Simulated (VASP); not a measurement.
# C (P6_3mc) in VASP: single point with PBE

Aim: the single point of C with PBE.

Program: VASP 6.6.1. These are calculated values, not measurements. Logs are shortened: lines on timing, memory, paths and dates and some standing lists are left out, and cuts for length are marked.

## (1) The cell of the first run

The typed cell holds 12 atoms: a = 2.467 Å, b = 2.467 Å, c = 28.994 Å, α = 90.00°, β = 90.00°, γ = 120.00°.

## (2) Single point, PBE

INCAR

```
  PREC = Accurate
  ENCUT = 600
  EDIFF = 1E-6
  ISMEAR = 0
  SIGMA = 0.1
  LREAL = F
  LASPH = T
  NELM = 120
  ALGO = Normal
  ISIF = 2
  LWAVE = F
  LCHARG = T
  GGA = PE
  LELF = T
  LVHAR = T
  NBANDS = 36
  GGA_COMPAT = F
```

KPOINTS

```
regular mesh
0
Gamma
  22 22 2
```

POSCAR

```
C
1.0
    2.4665760662      0.0000000000      0.0000000000
   -1.2332880331      2.1361175336      0.0000000000
    0.0000000000      0.0000000000     28.9944074141
C
12
Direct
    0.6666666667      0.3333333333      0.9633046900
    0.6666666667      0.3333333333      0.4633053611
    0.6666666667      0.3333333333      0.7679576237
    0.6666666667      0.3333333333      0.2679576625
    0.0000000000      0.0000000000      0.6157376426
    0.3333333333      0.6666666667      0.2679576237
    0.0000000000      0.0000000000      0.1157376426
    0.6666666667      0.3333333333      0.6157370101
    0.3333333333      0.6666666667      0.7679576625
    0.3333333333      0.6666666667      0.1157370101
    0.3333333333      0.6666666667      0.4633046900
    0.3333333333      0.6666666667      0.9633053611
```

Potentials or basis: VASP PAW PBE potentials, release 64 (C).

Started as:

```
> cat potpaw_PBE.64/C/POTCAR > POTCAR
> mpirun -np 1 vasp_std > vasp.out
```

OUTCAR:

```text
PREC = Accurate
   ENCUT = 600
   EDIFF = 1E-6
   ISMEAR = 0
   LREAL = F
   LASPH = T
   NELM = 120
   ISIF = 2
   GGA = PE

 ion  position               nearest neighbor table
   1  0.667  0.333  0.963-  12 1.42  12 1.42  12 1.42
   2  0.667  0.333  0.463-  11 1.42  11 1.42  11 1.42
   3  0.667  0.333  0.768-   9 1.42   9 1.42   9 1.42
   4  0.667  0.333  0.268-   6 1.42   6 1.42   6 1.42
   5  0.000  0.000  0.616-   8 1.42   8 1.42   8 1.42
   6  0.333  0.667  0.268-   4 1.42   4 1.42   4 1.42
   7  0.000  0.000  0.116-  10 1.42  10 1.42  10 1.42
   8  0.667  0.333  0.616-   5 1.42   5 1.42   5 1.42
   9  0.333  0.667  0.768-   3 1.42   3 1.42   3 1.42
  10  0.333  0.667  0.116-   7 1.42   7 1.42   7 1.42
  11  0.333  0.667  0.463-   2 1.42   2 1.42   2 1.42
  12  0.333  0.667  0.963-   1 1.42   1 1.42   1 1.42

  LATTYP: Found a hexagonal cell.
 ALAT       =     2.4665760662
 C/A-ratio  =    11.7549212495

  Lattice vectors:

 A1 = (   2.4665760662,   0.0000000000,   0.0000000000)
 A2 = (  -1.2332880331,   2.1361175336,   0.0000000000)
 A3 = (   0.0000000000,   0.0000000000,  28.9944074141)

Analysis of symmetry for initial positions (statically):
=====================================================================
 Subroutine PRICEL returns:
 Original cell was already a primitive cell.

 Routine SETGRP: Setting up the symmetry group for a
 hexagonal supercell.

 Subroutine GETGRP returns: Found 12 space group operations
 (whereof  6 operations were pure point group operations)
 out of a pool of 24 trial point group operations.

The static configuration has the point symmetry C_3v.
 The point group associated with its full space group is C_6v.

Analysis of symmetry for dynamics (positions and initial velocities):
=====================================================================
 Subroutine PRICEL returns:
 Original cell was already a primitive cell.

 Routine SETGRP: Setting up the symmetry group for a
 hexagonal supercell.

 Subroutine GETGRP returns: Found 12 space group operations
 (whereof  6 operations were pure point group operations)
 out of a pool of 24 trial point group operations.

The dynamic configuration has the point symmetry C_3v.
 The point group associated with its full space group is C_6v.

 Subroutine INISYM returns: Found 12 space group operations
 (whereof  6 operations are pure point group operations),
 and found     1 'primitive' translations

----------------------------------------------------------------------------------------

                                     Primitive cell

  volume of cell :     152.7685

  direct lattice vectors                    reciprocal lattice vectors
     2.466576066  0.000000000  0.000000000     0.405420296  0.234069517  0.000000000
    -1.233288033  2.136117534  0.000000000     0.000000000  0.468139035  0.000000000
     0.000000000  0.000000000 28.994407414     0.000000000  0.000000000  0.034489410

  length of vectors
     2.466576066  2.466576066 28.994407414     0.468139035  0.468139035  0.034489410

  position of ions in fractional coordinates (direct lattice)
     0.666666667  0.333333333  0.963304690
     0.666666667  0.333333333  0.463305361
     0.666666667  0.333333333  0.767957624
     0.666666667  0.333333333  0.267957663
     0.000000000  0.000000000  0.615737643
     0.333333333  0.666666667  0.267957624
     0.000000000  0.000000000  0.115737643
     0.666666667  0.333333333  0.615737010
     0.333333333  0.666666667  0.767957663
     0.333333333  0.666666667  0.115737010
     0.333333333  0.666666667  0.463304690
     0.333333333  0.666666667  0.963305361

  ion indices of the primitive-cell ions
   primitive index   ion index
                 1           1
                 2           2
                 3           3
                 4           4
                 5           5
                 6           6
                 7           7
                 8           8
                 9           9
                10          10
                11          11
                12          12

----------------------------------------------------------------------------------------

 KPOINTS: regular mesh

Automatic generation of k-mesh.
 Grid dimensions read from file:
 generate k-points for:   22   22    2

 Generating k-lattice:

  Cartesian coordinates                     Fractional coordinates (reciprocal lattice)
     0.018428195  0.010639524  0.000000000     0.045454545  0.000000000  0.000000000
     0.000000000  0.021279047  0.000000000     0.000000000  0.045454545  0.000000000
     0.000000000  0.000000000  0.017244705     0.000000000  0.000000000  0.500000000

  Length of vectors
     0.021279047  0.021279047  0.017244705

  Shift w.r.t. Gamma in fractional coordinates (k-lattice)
     0.000000000  0.000000000  0.000000000

 Subroutine IBZKPT returns following result:
 ===========================================

 Found    104 irreducible k-points:

 Following reciprocal coordinates:
            Coordinates               Weight
  0.000000  0.000000  0.000000      1.000000
  0.045455 -0.000000  0.000000      6.000000
  0.090909 -0.000000  0.000000      6.000000
  0.136364 -0.000000  0.000000      6.000000
  0.181818  0.000000  0.000000      6.000000
  0.227273  0.000000  0.000000      6.000000
[... 16 lines left out ...]
  0.090909  0.090909  0.000000      6.000000
  0.136364  0.090909  0.000000     12.000000
 [... further k-points ...]
   k-points           NKPTS =    104   k-points in BZ     NKDIM =    104   number of bands    NBANDS=     36
   number of dos      NEDOS =    301   number of ions     NIONS =     12
   total plane-waves  NPLWV =  96000
   dimension x,y,z NGX =    20 NGY =   20 NGZ =  240
   dimension x,y,z NGXF=    40 NGYF=   40 NGZF=  480
   ions per type =              12
   NGX,Y,Z   is equivalent  to a cutoff of  13.48, 13.48, 13.76 a.u.
   NGXF,Y,Z  is equivalent  to a cutoff of  26.96, 26.96, 27.52 a.u.
 SYSTEM =  unknown system
   PREC   = accura    normal or accurate (medium, high low for compatibility)
   ISTART =      0    job   : 0-new  1-cont  2-samecut
   ICHARG =      2    charge: 1-file 2-atom 10-const
   ISPIN  =      1    spin polarized calculation?
   LNONCOLLINEAR =      F non collinear calculations
   LSORBIT =      F    spin-orbit coupling
   LASPH  =      T    aspherical Exc in radial PAW
   ENCUT  =  600.0 eV  44.10 Ry    6.64 a.u.   4.93  4.93 57.91*2*pi/ulx,y,z
   NELM   =    120;   NELMIN=  2; NELMDL= -5     # of ELM steps
   EDIFF  = 0.1E-05   stopping-criterion for ELM
   LREAL  =      F    real-space projection
   EDIFFG = 0.1E-04   stopping-criterion for IOM
   NSW    =      0    number of steps for IOM
   IBRION =     -1    ionic relax: 0-MD 1-quasi-New 2-CG
   NFREE  =      0    steps in history (QN), initial steepest desc. (CG)
   ISIF   =      2    stress and relaxation
   ISYM   =      2    0-nonsym 1-usesym 2-fastsym
   POTIM  = 0.5000    time-step for ionic-motion
   TEBEG  =    0.0;   TEEND  =   0.0 temperature during run
   PSTRESS=    0.0 pullay stress
   NELECT =      48.0000    total number of electrons
   NUPDOWN=      -1.0000    fix difference up-down
   EMIN   =  10.00;   EMAX   =-10.00  energy-range for DOS
   EFERMI =   0.00;   METHOD = LEGACY
   ISMEAR =     0;   SIGMA  =   0.10  broadening in eV -4-tet -1-fermi 0-gaus
   EFERMI_NEDOS =   21; number of points for ismear=-14 and -15
   IALGO  =     38    algorithm
   IMIX   =      4    mixing-type and parameters
     AMIX     =   0.40;   BMIX     =  1.00
     AMIX_MAG =   1.60;   BMIX_MAG =  1.00
  volume/ion in A,a.u.               =      12.73        85.91
  Fermi-wavevector in a.u.,A,eV,Ry     =   1.112954  2.103178 16.853087  1.238667
  Thomas-Fermi vector in A             =   2.249534
   LORBIT       =      0    0 simple, 1 ext, 2 COOP (PROOUT), +10 PAW based schemes
   GGA     = PE    functional components
   LHFCALC =     F    Hartree Fock is set to
   AEXX    =    0.0000 exact exchange contribution
   IVDW    =     0    specifies the selected vdW correction
   LEPSILON=     F    determine dielectric tensor
   LRPA    =     F    only Hartree local field effects (RPA)
 non-spin polarized calculation
 Gauss-broadening in eV      SIGMA  =   0.10
  energy-cutoff  :      600.00
  volume of cell :      152.77
 maximum number of plane-waves:      5184
 NGX is ok and might be reduce to    20
   NGX =  9   NGY =  9   NGZ =115

 number of electron      47.9999999 magnetization

 Free energy of the ion-electron system (eV)
  ---------------------------------------------------
  ext. energy  EPLUGINS =         0.00000000
  ---------------------------------------------------
  free energy    TOTEN  =      -110.74979836 eV

  energy without entropy =     -110.74979836  energy(sigma->0) =     -110.74979836

 E-fermi :   1.9673     XC(G=0):  -7.9514

 val. band max:        1.5687240869   @ k =   0.3182   0.3182   0.0000
 cond. band min:       2.3653270148   @ k =   0.3182   0.3182   0.0000
 fundamental gap:      0.7966029279
 Fermi energy:         1.9672740088

 k-point     1 :       0.0000    0.0000    0.0000
  band No.  band energies     occupation
      1     -17.5624      2.00000
      2     -17.5622      2.00000
      3     -17.5510      2.00000
      4     -17.5503      2.00000
      5     -17.5441      2.00000
      6     -17.5438      2.00000
[... 28 lines left out ...]
     35      10.2667      0.00000
     36      10.2668      0.00000

 k-point     2 :       0.0455   -0.0000    0.0000
  band No.  band energies     occupation
      1     -17.5136      2.00000
      2     -17.5134      2.00000
      3     -17.5021      2.00000
      4     -17.5015      2.00000
      5     -17.4953      2.00000
      6     -17.4950      2.00000
[... 850 lines left out ...]
 k-point    24 :       0.1364    0.0909    0.0000
  band No.  band energies     occupation
      1     -16.6389      2.00000
      2     -16.6387      2.00000
      3     -16.6281      2.00000
      4     -16.6275      2.00000
      5     -16.6219      2.00000
      6     -16.6216      2.00000
[... 28 lines left out ...]
     35      10.6309      0.00000
     36      10.6956      0.00000

 [... further k-points ...]

------------------------ aborting loop because EDIFF is reached ----------------------------------------

  FORCE on cell =-STRESS in cart. coord.  units (eV):
  Direction    XX          YY          ZZ          XY          YZ          ZX
  --------------------------------------------------------------------------------------
  -------------------------------------------------------------------------------------
  Total        0.0822146      0.0822146     -0.2353479     -0.0000000      0.0000000     -0.0000000
  in kB        0.8622352      0.8622352     -2.4682379     -0.0000000      0.0000000     -0.0000000
  external PRESSURE =      -0.2479225 kB  Pullay stress =       0.0000000 kB

 VOLUME and BASIS-vectors are now :
 -----------------------------------------------------------------------------
  energy-cutoff  :      600.00
  volume of cell :      152.77
      direct lattice vectors                 reciprocal lattice vectors
     2.466576066  0.000000000  0.000000000     0.405420296  0.234069517  0.000000000
    -1.233288033  2.136117534  0.000000000     0.000000000  0.468139035  0.000000000
     0.000000000  0.000000000 28.994407414     0.000000000  0.000000000  0.034489410

 POSITION                                       TOTAL-FORCE (eV/Angst)
 -----------------------------------------------------------------------------------
      1.23329      0.71204     27.93045         0.000000     -0.000000     -0.000458
      1.23329      0.71204     13.43326         0.000000     -0.000000     -0.000666
      1.23329      0.71204     22.26648         0.000000     -0.000000      0.000387
      1.23329      0.71204      7.76927         0.000000     -0.000000      0.000802
      0.00000      0.00000     17.85295        -0.000000     -0.000000     -0.000343
     -0.00000      1.42408      7.76927         0.000000     -0.000000      0.000387
      0.00000      0.00000      3.35574         0.000000      0.000000     -0.000343
      1.23329      0.71204     17.85293         0.000000     -0.000000      0.000277
     -0.00000      1.42408     22.26648         0.000000     -0.000000      0.000802
     -0.00000      1.42408      3.35573        -0.000000      0.000000      0.000277
     -0.00000      1.42408     13.43324         0.000000     -0.000000     -0.000458
     -0.00000      1.42408     27.93047         0.000000     -0.000000     -0.000666
 -----------------------------------------------------------------------------------
    total drift:                               -0.000000     -0.000000     -0.000016

  FREE ENERGIE OF THE ION-ELECTRON SYSTEM (eV)
  ---------------------------------------------------
  free  energy   TOTEN  =      -110.7497983612 eV

  energy  without entropy=     -110.7497983608  energy(sigma->0) =     -110.74979836
```

Wall time 11 min (1 thread of Intel Xeon Platinum 8259CL at 2.50GHz (Skylake/Cascade Lake), shared host); peak memory 0.6 GiB.

Results:

- Free energy: -110.7498 eV
- Pressure: 0.0 GPa

Caveat: this functional lacks dispersion, which binds layers or chains, so the pressure and a relaxed spacing across them are unreliable.
